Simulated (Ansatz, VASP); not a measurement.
**Two plane-wave programs on MoS2**

```
CELL_PARAMETERS angstrom
3.24888 0.00000 0.00000
-1.62444 2.81361 0.00000
0.00000 0.00000 22.76130
ATOMIC_POSITIONS crystal
Mo 0.00000 0.00000 0.00022
Mo 0.66667 0.33333 0.33356
Mo 0.33333 0.66667 0.66689
S 0.33333 0.66667 0.26580
S 0.66667 0.33333 0.06797
S 0.00000 0.00000 0.59914
S 0.33333 0.66667 0.40131
S 0.66667 0.33333 0.93247
S 0.00000 0.00000 0.73464
```

Change from the starting cell: equal strain along all axes, cell held, atoms relaxed: +2.0 %.

Alike in both runs: functional PBE; k mesh 12 × 12 × 2; occupations gaussian, width 0.02 eV; no spin polarisation.

Ansatz relaxed the structure, and its values are those at the end. VASP's run is a single point on that final structure, the one shown.

|  | VASP | Ansatz |
| --- | --- | --- |
| version | VASP 6.6.1 | Ansatz 0.2.0 |
| potentials or method | VASP PAW PBE potentials, release 64 (Mo_sv, S), cutoff 520 eV | scalar-relativistic, plane waves, PAW |
| valence electrons in the cell | 78 | 78 |

```csv
,VASP,Ansatz,Ansatz less VASP
gap on the k mesh at the Fermi level (eV),1.06,1.04,-0.012
least direct gap on the mesh (eV),1.47,1.47,-0.003
pressure (GPa),-2.8,-2.7,+0.09
rms of the force components (eV/Å),0.004,0.001,-0.0021
```

The functional is the same, so the differences come from potentials, cutoffs and numerics. Ansatz's warnings: stress scf threshold loose.
